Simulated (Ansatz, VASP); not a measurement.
# ZnS: VASP beside Ansatz

```
Zn S
1.0
     0.00000    2.59646    2.92102
     2.59646    0.00000    2.92102
     2.59646    2.59646    0.00000
Zn S
1 1
Direct
  0.00000 0.00000 0.00000
  0.75000 0.75000 0.75000
```

Change from the starting cell: strain -0.040 along x and y, +0.080 along z, atoms carried along.

Alike in both runs: task single point; functional r2SCAN; k mesh 8 × 8 × 8; occupations gaussian, width 0.05 eV; no spin polarisation.

```csv
,VASP,Ansatz
version,VASP 6.6.1,Ansatz 0.2.0
potentials or method,"VASP PAW PBE potentials, release 64 (Zn, S), cutoff 520 eV","scalar-relativistic, plane waves, PAW"
valence electrons in the cell,18,18
```

VASP gave:

- gap on the k mesh at the Fermi level (eV): 2.45
- least direct gap on the mesh (eV): 2.45
- pressure (GPa): -0.8
- traceless stress, the component that is largest in VASP (GPa): -4.24

Question: What did Ansatz give for the same quantities?

Answer: gap on the k mesh at the Fermi level (eV): 2.44; least direct gap on the mesh (eV): 2.44; pressure (GPa): -0.8; traceless stress, the component that is largest in VASP (GPa): -4.27.

VASP's potentials were made for PBE, not for r2SCAN.
